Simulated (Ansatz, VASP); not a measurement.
## Two plane-wave programs on AgW

```xyz
2
Lattice="0.0000 2.6693 2.6693 2.6693 0.0000 2.6693 2.6693 2.6693 0.0000" Properties=species:S:1:pos:R:3 pbc="T T T"
Ag    0.0000    0.0000    0.0000
W     2.6693    2.6693    2.6693
```

Alike in both runs: functional PBE; k mesh 18 × 18 × 18; occupations gaussian, width 0.1 eV; no spin polarisation.

Ansatz relaxed the structure, and its values are those at the end. VASP's run is a single point on that final structure, the one shown.

```csv
,VASP,Ansatz
version,VASP 6.6.1,Ansatz 0.2.0
potentials or method,"VASP PAW PBE potentials, release 64 (Ag, W_sv), cutoff 520 eV","scalar-relativistic, plane waves, PAW"
valence electrons in the cell,25,33
```

|  | VASP | Ansatz | Ansatz less VASP |
| --- | --- | --- | --- |
| gap on the k mesh at the Fermi level (eV) | none | none | - |
| pressure (GPa) | 0.0 | 0.0 | +0.05 |

A gap of «none» marks a metal or a gap that the smearing closes. VASP's potentials hold 25 valence electrons a cell and Ansatz's 33, so a difference there can come from the potentials and not from the codes.

Spin-orbit coupling is off throughout.
